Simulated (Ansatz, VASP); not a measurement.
**Al2Au in VASP and in Ansatz**

```
Al Au
1.0
     0.00000    3.05884    3.05884
     3.05884    0.00000    3.05884
     3.05884    3.05884    0.00000
Al Au
2 1
Direct
  0.25000 0.25000 0.25000
  0.75000 0.75000 0.75000
  0.00000 0.00000 0.00000
```

Change from the starting cell: volume scaled by 1.06, crystal datasets.

Alike in both runs: task electric field gradients; functional LDA; k mesh 11 × 11 × 11; occupations fermi-dirac, width 0.05 eV; no spin polarisation.

```csv
,VASP,Ansatz
version,VASP 6.6.1,Ansatz 0.2.0
potentials or method,"VASP PAW LDA potentials, release 64 (Al, Au), cutoff 400 eV","all-electron PAW with datasets made for the crystal, scalar-relativistic"
```

```csv
,VASP,Ansatz,Ansatz less VASP
pressure (GPa),-7.8,-8.0,-0.16
```

LDA's correlation is that of Perdew and Zunger in VASP and of Perdew and Wang (1992) in Ansatz. Ansatz ran all-electron here, and VASP with PAW potentials.

Neither program's run includes spin-orbit coupling.
